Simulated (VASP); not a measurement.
# ZnO (zincite) (P6_3mc) in VASP: settings compared, part 3 of 3

VASP 6.6.1.

## Step 6: Single point, revPBE

This run uses another cell than the first one, of 11.19 Å³/atom, 0.940 times its volume.

Contents of INCAR:

```
SYSTEM = ZnO
PREC = Accurate
ENCUT = 520
EDIFF = 1E-6
ISMEAR = -1
SIGMA = 0.05
LREAL = .False.
LASPH = .True.
NELM = 80
ALGO = Normal
ISIF = 2
LWAVE = .False.
LCHARG = .False.
GGA = RE
NBANDS = 26
```

Contents of KPOINTS:

```
regular mesh
0
Gamma
  9 9 5
  0 0 0
```

Contents of POSCAR:

```
ZnO
1.0
    3.1829769797      0.0000000000      0.0000000000
   -1.5914884899      2.7565389241      0.0000000000
    0.0000000000      0.0000000000      5.0994402224
Zn O
2 2
Direct
    0.6666666667      0.3333333333      0.0000000000
    0.3333333333      0.6666666667      0.5000000000
    0.3333333333      0.6666666667      0.8790100000
    0.6666666667      0.3333333333      0.3790100000
```

Potentials or basis: VASP PAW PBE potentials, release 64 (Zn, O).

Command:

```sh
$ cat potpaw_PBE.64/Zn/POTCAR potpaw_PBE.64/O/POTCAR > POTCAR
$ mpirun -np 1 vasp_std > vasp.out
```

OUTCAR:

```text
SYSTEM = ZnO
   PREC = Accurate
   ENCUT = 520
   EDIFF = 1E-6
   ISMEAR = -1
   LREAL = .False.
   LASPH = .True.
   NELM = 80
   ISIF = 2
   GGA = RE

 ion  position               nearest neighbor table
   1  0.667  0.333  0.000-   4 1.93   3 1.94   3 1.94   3 1.94
   2  0.333  0.667  0.500-   3 1.93   4 1.94   4 1.94   4 1.94
   3  0.333  0.667  0.879-   2 1.93   1 1.94   1 1.94   1 1.94
   4  0.667  0.333  0.379-   1 1.93   2 1.94   2 1.94   2 1.94

  LATTYP: Found a hexagonal cell.
 ALAT       =     3.1829769797
 C/A-ratio  =     1.6020977390

  Lattice vectors:

 A1 = (   3.1829769797,   0.0000000000,   0.0000000000)
 A2 = (  -1.5914884899,   2.7565389241,   0.0000000000)
 A3 = (   0.0000000000,   0.0000000000,   5.0994402224)

Analysis of symmetry for initial positions (statically):
=====================================================================
 Subroutine PRICEL returns:
 Original cell was already a primitive cell.

 Routine SETGRP: Setting up the symmetry group for a
 hexagonal supercell.

[... 166 lines left out ...]
  ext. energy  EPLUGINS =         0.00000000
  ---------------------------------------------------
  free energy    TOTEN  =       -16.21076168 eV

  energy without entropy =      -16.21076074  energy(sigma->0) =      -16.21076121

 E-fermi :   2.4243     XC(G=0): -11.0647

 val. band max:        1.9173418022   @ k =   0.0000   0.0000   0.0000
 cond. band min:       2.8572324700   @ k =   0.0000   0.0000   0.0000
 fundamental gap:      0.9398906678
 Fermi energy:         2.4242570509

 k-point     1 :       0.0000    0.0000    0.0000
  band No.  band energies     occupation
      1     -16.7611      2.00000
      2     -15.9419      2.00000
      3      -4.1918      2.00000
      4      -4.0878      2.00000
      5      -4.0878      2.00000
      6      -4.0394      2.00000
[... 685 lines left out ...]
     25      15.8086      0.00000
     26      17.1653      0.00000

 [... further k-points ...]
[... 5 lines left out ...]
  --------------------------------------------------------------------------------------
  -------------------------------------------------------------------------------------
  Total        5.5766961      5.5766961      6.1551142     -0.0000000      0.0000000      0.0000000
  in kB      199.6951093    199.6951093    220.4075995     -0.0000000      0.0000000      0.0000000
  external PRESSURE =     206.5992727 kB  Pullay stress =       0.0000000 kB

 VOLUME and BASIS-vectors are now :
 -----------------------------------------------------------------------------
  energy-cutoff  :      520.00
  volume of cell :       44.74
      direct lattice vectors                 reciprocal lattice vectors
     3.182976980  0.000000000  0.000000000     0.314171295  0.181386882  0.000000000
    -1.591488490  2.756538924  0.000000000     0.000000000  0.362773764  0.000000000
     0.000000000  0.000000000  5.099440222     0.000000000  0.000000000  0.196099955

 POSITION                                       TOTAL-FORCE (eV/Angst)
 -----------------------------------------------------------------------------------
      1.59149      0.91885      0.00000         0.000000     -0.000000     -0.102124
     -0.00000      1.83769      2.54972        -0.000000      0.000000     -0.102124
     -0.00000      1.83769      4.48246         0.000000      0.000000      0.102124
      1.59149      0.91885      1.93274        -0.000000      0.000000      0.102124
 -----------------------------------------------------------------------------------
    total drift:                                0.000001      0.000001      0.001229

  FREE ENERGIE OF THE ION-ELECTRON SYSTEM (eV)
  ---------------------------------------------------
  free  energy   TOTEN  =       -16.2107616794 eV

  energy  without entropy=      -16.2107607351  energy(sigma->0) =      -16.21076121
```

stdout:

```text
POSCAR found type information on POSCAR ZnO
 POSCAR found :  2 types and       4 ions
 scaLAPACK will be used
 -----------------------------------------------------------------------------
|                                                                             |
|                                                                             |
|     You enforced a specific xc type in the INCAR file but a different       |
|     I HOPE YOU KNOW WHAT YOU ARE DOING!                                     |
|                                                                             |
 -----------------------------------------------------------------------------

 LDA part: xc-table for (Slater+PW92), standard interpolation
 POSCAR, INCAR and KPOINTS ok, starting setup
 FFT: planning ... GRIDC
 FFT: planning ... GRID_SOFT
 FFT: planning ... GRID
 WAVECAR not read
 entering main loop
```

Wall time 45 s (1 thread of Intel Xeon Platinum 8259CL at 2.50GHz (Skylake/Cascade Lake), shared host); peak memory 0.17 GiB.

What came out:

| Item | Value |
| --- | --- |
| Free energy | -16.2108 eV |
| Pressure | 20.7 GPa |
| Largest force | 0.102 eV/Å |
| Band gap on the k mesh | 0.94 eV, direct |

Forces in eV/Å, atoms in the order of the input:
```
Zn   0.000  0.000 -0.102
Zn   0.000  0.000 -0.102
O    0.000  0.000  0.102
O    0.000  0.000  0.102
```

Levels at points of the mesh, in eV from the valence-band top:
```tsv
k point	band 16	band 17	band 18	band 19	band 20	band 21
(0.00, 0.00, 0.00)	-0.09	0.00	0.00	0.94	5.51	8.55
```

Caveat: the PAW data sets were made with another functional, which shifts forces and pressure a little. As with any semilocal functional, this revPBE gap is likely too small.

## Step 7: The runs side by side

```tsv
level	potentials or basis	cell	cutoff (eV)	smearing	second run	gap on the mesh (eV)	pressure (GPa)	largest force (eV/Å)
PBE	VASP PAW PBE potentials, release 64 (Zn, O)	a = 3.249, b = 3.249, c = 5.206 Å, angles 90.0, 90.0, 120.0°, 4 atoms	520	gaussian 0.023 eV	-	0.79	6.0	0.07
PBE	VASP PAW PBE potentials, release 64 (Zn, O)	a = 3.249, b = 3.249, c = 5.206 Å, angles 90.0, 90.0, 120.0°, 4 atoms	520	gaussian 0.024 eV	-	0.79	6.0	0.07
PBE	VASP PAW PBE potentials, release 64 (Zn, O_h)	a = 3.249, b = 3.249, c = 5.206 Å, angles 90.0, 90.0, 120.0°, 4 atoms	910	gaussian 0.027 eV	hard_potentials	0.79	5.7	0.07
PBEsol+D3(BJ)	VASP PAW PBE potentials, release 64 (Zn, O)	a = 3.183, b = 3.183, c = 5.099 Å, angles 90.0, 90.0, 120.0°, 4 atoms	520	fermi-dirac 0.05 eV	-	0.77	6.7	0.09
revPBE	VASP PAW PBE potentials, release 64 (Zn, O)	a = 3.183, b = 3.183, c = 5.099 Å, angles 90.0, 90.0, 120.0°, 4 atoms	520	fermi-dirac 0.05 eV	-	0.94	20.7	0.10
```

Alike in all rows: task single point; no spin polarisation; k mesh 9 × 9 × 5.

Caveats: the PAW data sets were made with another functional, which shifts forces and pressure a little (some runs); the cutoff is under 1.25 times the usual one of these potentials, so pressure, stress and relaxed cells hold a basis-set (Pulay) error (some runs).

Absolute energies hang on the potentials; compare differences alone.
